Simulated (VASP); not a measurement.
# SnSe (Fm-3m) in VASP: settings compared, part 2 of 2

VASP 6.6.1. Earlier steps stand in the parts before.

## 3. G0W0 quasiparticle levels, PBE

POSCAR

```
SnSe
1.0
    0.0000000000      2.9848894981      2.9848894981
    2.9848894981      0.0000000000      2.9848894981
    2.9848894981      2.9848894981      0.0000000000
Sn Se
1 1
Direct
    0.0000000000      0.0000000000      0.0000000000
    0.5000000000      0.5000000000      0.5000000000
```

INCAR.step1

```
PREC = Accurate ; ENCUT = 500
EDIFF = 1E-8 ; ISMEAR = 0
SIGMA = 0.01 ; LREAL = False
LASPH = True ; NELM = 80
ALGO = Normal ; LWAVE = True
LCHARG = False ; GGA = PE
```

INCAR.step2

```
PREC = Accurate ; ENCUT = 500
EDIFF = 1E-8 ; ISMEAR = 0
SIGMA = 0.01 ; LREAL = False
LASPH = True ; NELM = 1
ALGO = Exact ; LWAVE = True
LCHARG = False ; GGA = PE
NBANDS = 210 ; LOPTICS = True
ISTART = 1
```

INCAR.step3

```
PREC = Accurate ; ENCUT = 500
EDIFF = 1E-8 ; ISMEAR = 0
SIGMA = 0.01 ; LREAL = False
LASPH = True ; ALGO = EVGW0
LWAVE = False ; LCHARG = False
GGA = PE ; NELMGW = 1
NBANDS = 210 ; ENCUTGW = 140.0
NOMEGA = 96 ; PRECFOCK = Fast
ISTART = 1 ; NBANDSGW = 18
OMEGAMAX = 30
```

KPOINTS

```
regular mesh
0
Gamma
  4 4 4
```

Potentials or basis: VASP PAW PBE potentials, release 64 (Sn_d_GW, Se_GW).

Run with:

```console
> cat potpaw_PBE.64/Sn_d_GW/POTCAR potpaw_PBE.64/Se_GW/POTCAR > POTCAR
> cp INCAR.step1 INCAR
> mpirun -np 1 vasp_std > vasp.out
> cp INCAR.step2 INCAR
> mpirun -np 1 vasp_std > vasp.out
> cp INCAR.step3 INCAR
> mpirun -np 1 vasp_std > vasp.out
```

OUTCAR:

```text
PREC = Accurate
   ENCUT = 500
   EDIFF = 1E-8
   ISMEAR = 0
   LREAL = False
   LASPH = True
   GGA = PE
   NELMGW = 1
   ENCUTGW = 140.0
   PRECFOCK = Fast
   ISTART = 1

 ion  position               nearest neighbor table
   1  0.000  0.000  0.000-
   2  0.500  0.500  0.500-

  LATTYP: Found a face centered cubic cell.
 ALAT       =     5.9697789962

  Lattice vectors:

 A1 = (   0.0000000000,   2.9848894981,   2.9848894981)
 A2 = (   2.9848894981,   0.0000000000,   2.9848894981)
 A3 = (   2.9848894981,   2.9848894981,   0.0000000000)

Analysis of symmetry for initial positions (statically):
=====================================================================
 Subroutine PRICEL returns:
 Original cell was already a primitive cell.

 Routine SETGRP: Setting up the symmetry group for a
 face centered cubic supercell.

 Subroutine GETGRP returns: Found 48 space group operations
[... 120 lines left out ...]
     AMIX_MAG =   1.60;   BMIX_MAG =  1.00
  volume/ion in A,a.u.               =      26.59       179.47
  Fermi-wavevector in a.u.,A,eV,Ry     =   1.181626  2.232949 18.996987  1.396239
  Thomas-Fermi vector in A             =   2.317895
   LORBIT       =      0    0 simple, 1 ext, 2 COOP (PROOUT), +10 PAW based schemes
   GGA     = PE    functional components
   LHFCALC =     T    Hartree Fock is set to
   PRECFOCK=fast      Normal, Fast or Accurate (Low or Medium for compatibility)
   ENCUT4O =  -1.0   cutoff for four orbital integrals eV
   NKREDX  =     1    reduce k-point grid by
   NKREDY  =     1    reduce k-point grid by
   NKREDZ  =     1    reduce k-point grid by
   AEXX    =    1.0000 exact exchange contribution
   HFSCREEN=    0.0000 screening length (either q_TF or 0.3 A-1)
   HFSCREENC=   0.0000 screening length for correlation (either q_TF or 0.3 A-1)
   ENCUTFOCK=  -1.0 apply spherical cutoff to Coloumb kernel
   IVDW    =     0    specifies the selected vdW correction
   LEPSILON=     F    determine dielectric tensor
   LRPA    =     F    only Hartree local field effects (RPA)
   LRPAFORCE           =     F    calculate RPA forces
   ENCUTGW             = 140.0    cutoff for response function in eV
   ENCUTGWSOFT         = 112.0    soft cutoff for Coulomb kernel in GW response function in eV
   ENCUTLF             =  -1.0    cutoff for local field effects
   NELMGW              =     1    number of iterations in solving QP/BSE equation
   NELMHF              =     1    number of iterations in the inner HF iteration
   NKREDLFX            =     1    NKREDLFY  =   1   NKREDLFZ  =   1
 non-spin polarized calculation
 Gauss-broadening in eV      SIGMA  =   0.01
  energy-cutoff  :      500.00
  volume of cell :       53.19
 maximum number of plane-waves:      1363
 NGX is ok and might be reduce to    32
  NGX = 18; NGY = 18; NGZ = 18
   NGX = 15   NGY = 15   NGZ = 15
 maximum number of plane-waves:       210
 NGX is ok and might be reduce to    18

 QP shifts <psi_nk| G(iteration)W_0 |psi_nk>: iteration 1
 for sc-GW calculations column KS-energies equals QP-energies in previous step
 and V_xc(KS)=  KS-energies - (<T + V_ion + V_H > + <T+V_H+V_ion>^1  + <V_x>^1)

 k-point   1 :       0.0000    0.0000    0.0000
  band No.  KS-energies  QP-energies   sigma(KS)   V_xc(KS)     V^pw_x(r,r')   Z            occupation Imag(sigma)

      1     -16.9995     -19.1240     -20.8108     -17.5075     -27.0667       0.6431       2.0000       0.2884
      2     -16.9995     -19.1240     -20.8108     -17.5075     -27.0667       0.6431       2.0000       0.2884
      3     -16.9995     -19.1240     -20.8108     -17.5075     -27.0667       0.6431       2.0000       0.2884
      4     -16.9995     -19.1240     -20.8108     -17.5075     -27.0667       0.6431       2.0000       0.2884
      5     -16.9995     -19.1240     -20.8108     -17.5075     -27.0667       0.6431       2.0000       0.2884
      6      -9.4475      -9.5836     -12.2244     -11.9994     -19.4479       0.6049       2.0000       1.2458
[... 151 lines left out ...]
      4     -16.9935     -19.1166     -20.8047     -17.5079     -27.0480       0.6440       2.0000       0.2816
      5     -16.9800     -19.1205     -20.8266     -17.5269     -27.0644       0.6487       2.0000       0.2764
      6      -8.1444      -8.3136     -13.2019     -12.9327     -19.7983       0.6284       2.0000       0.9685
[... 10 lines left out ...]
     17      17.4427      17.2556      -9.8328      -9.5776      -3.5951       0.7332       0.0000      -0.6797
     18      17.7127      17.7590     -10.4984     -10.5579      -4.2387       0.7795       0.0000      -0.8440
```

OUTCAR.step1:

```text
PREC = Accurate
   ENCUT = 500
   EDIFF = 1E-8
   ISMEAR = 0
   LREAL = False
[... 339 lines left out ...]
      0.00000      0.00000      0.00000         0.000000     -0.000000     -0.000000
      2.98489      2.98489      2.98489        -0.000000      0.000000      0.000000
 -----------------------------------------------------------------------------------
    total drift:                                0.000000     -0.000000     -0.000000

  FREE ENERGIE OF THE ION-ELECTRON SYSTEM (eV)
  ---------------------------------------------------
  free  energy   TOTEN  =        -8.2683724814 eV

  energy  without entropy=       -8.2683724814  energy(sigma->0) =       -8.26837248
```

Run time: 5.3 min. Hardware: 1 thread of AMD EPYC 9R45 (Zen 5), shared host; peak memory 0.6 GiB.

What came out:

```yaml
Quasiparticle_gap: 0.77 eV
Least_direct_quasiparticle_gap: 0.77 eV
Band_gap_of_the_starting_levels_on_the_mesh: 0.68 eV
Least_direct_gap_of_the_starting_levels_on_the_mesh: 0.68 eV
```

Caveat: the k points lie up to 0.46 Å⁻¹ apart; bands, screening cutoff and mesh are small and nothing is extrapolated, so the quasiparticle values aren't converged; spin-orbit coupling is left out, which moves the levels of the heavy elements.
